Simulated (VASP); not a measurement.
Write the native input for VASP 6.6.1 that does the following.

```yaml
Task: single point
Functional: PBE
Potentials_or_basis: VASP PAW PBE potentials, release 64 (Ag)
Cutoff: 520 eV
k_mesh: 18 × 18 × 12
Occupations: gaussian, width 0.1 eV
Spin: no spin polarisation
Dipole_correction: no
Further_INCAR_settings: ALGO = Fast; EDIFF = 1e-06; NBANDS = 18
```

The structure of Ag lies in POSCAR:

```
Ag
1.0
    2.0426428762      2.0426428762      0.0000000000
   -2.0426428762      2.0426428762      0.0000000000
    0.0000000000      0.0000000000      4.1848257098
Ag
2
Direct
    0.0000000000      0.0000000000      0.0000000000
    0.5000000000      0.5000000000      0.5000000000
```

This cell differs from its parent crystal: biaxial strain in the a-b plane: -1.5 %.

One way to write it, as run:

INCAR

```
SYSTEM = Ag
ALGO = Fast ; EDIFF = 1E-6
ENCUT = 520 ; GGA = PE
ISIF = 2 ; ISMEAR = 0
LASPH = .TRUE. ; LCHARG = .FALSE.
LREAL = .FALSE. ; LWAVE = .FALSE.
NBANDS = 18 ; NELM = 60
PREC = Accurate ; SIGMA = 0.1
```

KPOINTS

```
k-points
0
G
  18 18 12
  0 0 0
```

Potentials or basis: VASP PAW PBE potentials, release 64 (Ag).

Command:

```console
$ cat potpaw_PBE.64/Ag/POTCAR > POTCAR
$ mpirun -np 1 vasp_std > vasp.out
```

Results of the run:

```
Pressure               : 2.1 GPa
Band gap on the k mesh : zero (band 11 reaches 13.97 eV, above the bottom of band 12 at 4.77 eV)
```

Caveat: the cell differs from its parent crystal (biaxial strain in the a-b plane: -1.5 %).

It took 2.1 min on 1 thread of Intel(R) Xeon(R) Platinum 8175M CPU @ 2.50GHz (Skylake/Cascade Lake), on a shared host, peak memory 0.3 GiB.
